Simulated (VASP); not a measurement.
# Y4N (Pm-3m) in VASP: further runs

The runs below take Y4N through single point, relaxation of cell and atoms, with PBE.

Program: VASP 6.6.1. These are calculated values, not measurements. Logs are shortened: lines on timing, memory, paths and dates and some standing lists are left out, and cuts for length are marked.

## Step 1: The cell of the first run

Symmetry: Pm-3m, No. 221, cubic system. The conventional cell has a = 4.978 Å, b = 4.978 Å, c = 4.978 Å, α = 90.00°, β = 90.00°, γ = 90.00°. Y (site symmetry m-3m) has 12 Y at 3.52 Å and 8 N at 4.31 Å within 4.6 Å. Y (site symmetry 4/mmm) has 2 N at 2.49 Å within 3.3 Å. Within 3.3 Å of N (site symmetry m-3m) lie 6 Y at 2.49 Å.

## Step 2: Single point, PBE

Input file INCAR:

```
SYSTEM = Y4N
  PREC = Accurate
  ENCUT = 520
  EDIFF = 1E-6
  ISMEAR = 0
  SIGMA = 0.1
  LREAL = .FALSE.
  LASPH = .TRUE.
  NELM = 80
  ALGO = Normal
  ISIF = 2
  LWAVE = .FALSE.
  LCHARG = .FALSE.
  GGA = PE
  NBANDS = 32
```

Input file KPOINTS:

```
regular mesh
0
G
  8 8 8
  0 0 0
```

Input file POSCAR:

```
Y4N
1.0
    4.9782778570      0.0000000000      0.0000000000
    0.0000000000      4.9782778570      0.0000000000
    0.0000000000      0.0000000000      4.9782778570
Y N
4 1
Direct
    0.0000000000      0.0000000000      0.0000000000
    0.5000000000      0.5000000000      0.0000000000
    0.5000000000      0.0000000000      0.5000000000
    0.0000000000      0.5000000000      0.5000000000
    0.5000000000      0.5000000000      0.5000000000
```

Potentials or basis: VASP PAW PBE potentials, release 64 (Y_sv, N).

Launch:

```console
$ cat potpaw_PBE.64/Y_sv/POTCAR potpaw_PBE.64/N/POTCAR > POTCAR
$ mpirun -np 1 vasp_std > vasp.out
```

OUTCAR:

```text
SYSTEM = Y4N
   PREC = Accurate
   ENCUT = 520
   EDIFF = 1E-6
   ISMEAR = 0
   LREAL = .FALSE.
   LASPH = .TRUE.
   NELM = 80
   ISIF = 2
   GGA = PE

 ion  position               nearest neighbor table
   1  0.000  0.000  0.000-   2 3.52   3 3.52   4 3.52   3 3.52   4 3.52   2 3.52   4 3.52   4 3.52
                             2 3.52   3 3.52   3 3.52   2 3.52
   2  0.500  0.500  0.000-   5 2.49   5 2.49   4 3.52   1 3.52   3 3.52   4 3.52   3 3.52   1 3.52
                             3 3.52   3 3.52   1 3.52   4 3.52   4 3.52   1 3.52
   3  0.500  0.000  0.500-   5 2.49   5 2.49   4 3.52   1 3.52   1 3.52   2 3.52   2 3.52   4 3.52
                             2 3.52   2 3.52   1 3.52   4 3.52   1 3.52   4 3.52
   4  0.000  0.500  0.500-   5 2.49   5 2.49   3 3.52   1 3.52   1 3.52   2 3.52   1 3.52   3 3.52
                             1 3.52   2 3.52   3 3.52   2 3.52   2 3.52   3 3.52
   5  0.500  0.500  0.500-   2 2.49   3 2.49   4 2.49   2 2.49   3 2.49   4 2.49

  LATTYP: Found a simple cubic cell.
 ALAT       =     4.9782778570

  Lattice vectors:

 A1 = (   4.9782778570,   0.0000000000,   0.0000000000)
 A2 = (   0.0000000000,   4.9782778570,   0.0000000000)
 A3 = (   0.0000000000,   0.0000000000,   4.9782778570)

Analysis of symmetry for initial positions (statically):
=====================================================================
 Subroutine PRICEL returns:
 Original cell was already a primitive cell.

 Routine SETGRP: Setting up the symmetry group for a
 simple cubic supercell.

 Subroutine GETGRP returns: Found 48 space group operations
 (whereof 48 operations were pure point group operations)
 out of a pool of 48 trial point group operations.

The static configuration has the point symmetry O_h .

Analysis of symmetry for dynamics (positions and initial velocities):
=====================================================================
 Subroutine PRICEL returns:
 Original cell was already a primitive cell.

 Routine SETGRP: Setting up the symmetry group for a
 simple cubic supercell.

 Subroutine GETGRP returns: Found 48 space group operations
 (whereof 48 operations were pure point group operations)
 out of a pool of 48 trial point group operations.

The dynamic configuration has the point symmetry O_h .

 Subroutine INISYM returns: Found 48 space group operations
 (whereof 48 operations are pure point group operations),
 and found     1 'primitive' translations

[... 101 lines left out ...]
   LREAL  =      F    real-space projection
   EDIFFG = 0.1E-04   stopping-criterion for IOM
   NSW    =      0    number of steps for IOM
   IBRION =     -1    ionic relax: 0-MD 1-quasi-New 2-CG
   NFREE  =      0    steps in history (QN), initial steepest desc. (CG)
   ISIF   =      2    stress and relaxation
   ISYM   =      2    0-nonsym 1-usesym 2-fastsym
   POTIM  = 0.5000    time-step for ionic-motion
   TEBEG  =    0.0;   TEEND  =   0.0 temperature during run
   PSTRESS=    0.0 pullay stress
   NELECT =      49.0000    total number of electrons
   NUPDOWN=      -1.0000    fix difference up-down
   EMIN   =  10.00;   EMAX   =-10.00  energy-range for DOS
   EFERMI =   0.00;   METHOD = LEGACY
   ISMEAR =     0;   SIGMA  =   0.10  broadening in eV -4-tet -1-fermi 0-gaus
   EFERMI_NEDOS =   21; number of points for ismear=-14 and -15
   IALGO  =     38    algorithm
   IMIX   =      4    mixing-type and parameters
     AMIX     =   0.40;   BMIX     =  1.00
     AMIX_MAG =   1.60;   BMIX_MAG =  1.00
  volume/ion in A,a.u.               =      24.68       166.52
  Fermi-wavevector in a.u.,A,eV,Ry     =   1.203357  2.274014 19.702153  1.448067
  Thomas-Fermi vector in A             =   2.339112
   LORBIT       =      0    0 simple, 1 ext, 2 COOP (PROOUT), +10 PAW based schemes
   GGA     = PE    functional components
   LHFCALC =     F    Hartree Fock is set to
   AEXX    =    0.0000 exact exchange contribution
   IVDW    =     0    specifies the selected vdW correction
   LEPSILON=     F    determine dielectric tensor
   LRPA    =     F    only Hartree local field effects (RPA)
 non-spin polarized calculation
 Gauss-broadening in eV      SIGMA  =   0.10
  energy-cutoff  :      520.00
  volume of cell :      123.38
 maximum number of plane-waves:      3362
 NGX is ok and might be reduce to    40
   NGX = 19   NGY = 19   NGZ = 19

 number of electron      49.0000001 magnetization

 Free energy of the ion-electron system (eV)
  ---------------------------------------------------
  ext. energy  EPLUGINS =         0.00000000
  ---------------------------------------------------
  free energy    TOTEN  =       -36.71135519 eV

  energy without entropy =      -36.68229368  energy(sigma->0) =      -36.69682444

 E-fermi :   3.7579     XC(G=0): -10.0028

 val. band max:        3.7470532821   @ k =   0.3750   0.2500   0.1250
 cond. band min:       3.7678186221   @ k =   0.3750   0.2500   0.0000
 fundamental gap:      0.0207653401
 Fermi energy:         3.7578602210

 k-point     1 :       0.0000    0.0000    0.0000
  band No.  band energies     occupation
      1     -38.7875      2.00000
      2     -38.5638      2.00000
      3     -38.4882      2.00000
      4     -38.4882      2.00000
      5     -19.0134      2.00000
      6     -19.0134      2.00000
[... 829 lines left out ...]
     31       6.2184      0.00000
     32       6.3787      0.00000

 [... further k-points ...]

------------------------ aborting loop because EDIFF is reached ----------------------------------------

  FORCE on cell =-STRESS in cart. coord.  units (eV):
  Direction    XX          YY          ZZ          XY          YZ          ZX
  --------------------------------------------------------------------------------------
  -------------------------------------------------------------------------------------
  Total       -0.1024311     -0.1024311     -0.1024311     -0.0000000     -0.0000000      0.0000000
  in kB       -1.3301629     -1.3301629     -1.3301629     -0.0000000     -0.0000000      0.0000000
  external PRESSURE =      -1.3301629 kB  Pullay stress =       0.0000000 kB

 VOLUME and BASIS-vectors are now :
 -----------------------------------------------------------------------------
  energy-cutoff  :      520.00
  volume of cell :      123.38
      direct lattice vectors                 reciprocal lattice vectors
     4.978277857  0.000000000  0.000000000     0.200872677  0.000000000  0.000000000
     0.000000000  4.978277857  0.000000000     0.000000000  0.200872677  0.000000000
     0.000000000  0.000000000  4.978277857     0.000000000  0.000000000  0.200872677

 POSITION                                       TOTAL-FORCE (eV/Angst)
 -----------------------------------------------------------------------------------
      0.00000      0.00000      0.00000         0.000000      0.000000      0.000000
      2.48914      2.48914      0.00000         0.000000      0.000000      0.000000
      2.48914      0.00000      2.48914         0.000000      0.000000      0.000000
      0.00000      2.48914      2.48914         0.000000      0.000000      0.000000
      2.48914      2.48914      2.48914         0.000000      0.000000      0.000000
 -----------------------------------------------------------------------------------
    total drift:                                0.000000     -0.000000     -0.000000

  FREE ENERGIE OF THE ION-ELECTRON SYSTEM (eV)
  ---------------------------------------------------
  free  energy   TOTEN  =       -36.7113551870 eV

  energy  without entropy=      -36.6822936832  energy(sigma->0) =      -36.69682444
```

stdout:

```text
POSCAR found type information on POSCAR Y N
 POSCAR found :  2 types and       5 ions
 scaLAPACK will be used
 LDA part: xc-table for (Slater+PW92), standard interpolation
 POSCAR, INCAR and KPOINTS ok, starting setup
 FFT: planning ... GRIDC
 FFT: planning ... GRID_SOFT
 FFT: planning ... GRID
 WAVECAR not read
 entering main loop
```

Wall time 2.9 min (1 thread of Intel Xeon Platinum 8259CL at 2.50GHz (Skylake/Cascade Lake), shared host); peak memory 0.32 GiB.

What came out:

* Free energy: -36.7114 eV
* Pressure: -0.1 GPa
* Band gap on the k mesh: zero (an odd number of electrons rules out a gap without spin polarisation)

## Step 3: Relaxation of cell and atoms, PBE

This run uses another cell than the first one, of 21.39 Å³/atom.

Input file INCAR:

```
SYSTEM = Y4N
PREC = Accurate
ENCUT = 600
EDIFF = 1E-6
ISMEAR = 0
SIGMA = 0.1
LREAL = .FALSE.
LASPH = .TRUE.
NELM = 80
ALGO = Normal
ISIF = 3
LWAVE = .FALSE.
LCHARG = .FALSE.
GGA = PE
IBRION = 2
NSW = 90
EDIFFG = -0.04
```

Input file KPOINTS:

```
Automatic mesh
0
G
  4 4 4
  0 0 0
```

Changes to POSCAR since step 2:

```diff
@@ -2,5 +2,5 @@
 1.0
-    4.9782778570      0.0000000000      0.0000000000
-    0.0000000000      4.9782778570      0.0000000000
-    0.0000000000      0.0000000000      4.9782778570
+    4.7468680400      0.0000000000      0.0000000000
+    0.0000000000      4.7468680400      0.0000000000
+    0.0000000000      0.0000000000      4.7468680400
 Y N
```

Potentials or basis: VASP PAW PBE potentials, release 64 (Y_sv, N).

Launch:

```console
$ cat potpaw_PBE.64/Y_sv/POTCAR potpaw_PBE.64/N/POTCAR > POTCAR
$ mpirun -np 1 vasp_std > vasp.out
```

Wall time 3.6 min (1 thread of Intel Xeon Platinum 8259CL at 2.50GHz (Skylake/Cascade Lake), shared host); peak memory 0.26 GiB.

The run converged. Its results:

| Property | Result |
| --- | --- |
| Free energy | -36.7242 eV |
| Relaxed volume | 24.70 Å³/atom |
| Relaxed cell | a = 4.980 Å, b = 4.980 Å, c = 4.980 Å, α = 90.00°, β = 90.00°, γ = 90.00° |
| Space group after relaxing (to 0.1 Å) | Pm-3m (No. 221) |
| Energy gained by relaxing | 111.9 meV/atom |
| Ionic steps | 3 |
| Pressure after relaxing | 0.0 GPa |
| Band gap on the k mesh | zero (an odd number of electrons rules out a gap without spin polarisation) |

Step by step:
| step | energy change (eV) | largest force (eV/Å) | pressure (GPa) | volume (Å³) |
| --- | --- | --- | --- | --- |
| 1 | 0.0000 | 0.0000 | 12.07 | 106.96 |
| 2 | -0.4002 | 0.0000 | -4.59 | 133.91 |
| 3 | -0.5593 | 0.0000 | -0.01 | 123.49 |

Final structure:
```
Y N
1.0
     4.97980    0.00000    0.00000
     0.00000    4.97980    0.00000
     0.00000    0.00000    4.97980
Y N
4 1
Direct
  0.00000 0.00000 0.00000
  0.50000 0.50000 0.00000
  0.50000 0.00000 0.50000
  0.00000 0.50000 0.50000
  0.50000 0.50000 0.50000
```

Levels at points of the mesh, in eV from the Fermi level:
| k point | band 20 | band 21 | band 22 | band 23 | band 24 | band 25 | band 26 | band 27 | band 28 | band 29 |
| --- | --- | --- | --- | --- | --- | --- | --- | --- | --- | --- |
| (0.00, 0.00, 0.00) | -1.88 | -1.88 | -1.86 | -1.86 | -0.94 | -0.94 | -0.94 | 1.87 | 1.87 | 1.87 |
| (0.50, 0.00, 0.00) | -2.30 | -2.30 | -2.08 | -0.82 | 0.11 | 0.20 | 0.32 | 0.32 | 1.36 | 1.36 |
| (0.50, 0.50, 0.00) | -2.58 | -1.58 | -0.71 | -0.71 | -0.56 | 0.35 | 0.35 | 0.36 | 0.59 | 1.42 |
| (0.50, 0.50, 0.50) | -4.20 | -2.05 | -0.57 | -0.57 | -0.57 | 0.78 | 0.78 | 0.78 | 1.62 | 1.62 |

Caveat: the volume moved by over 15 % at a fixed basis, so the end points are rough.
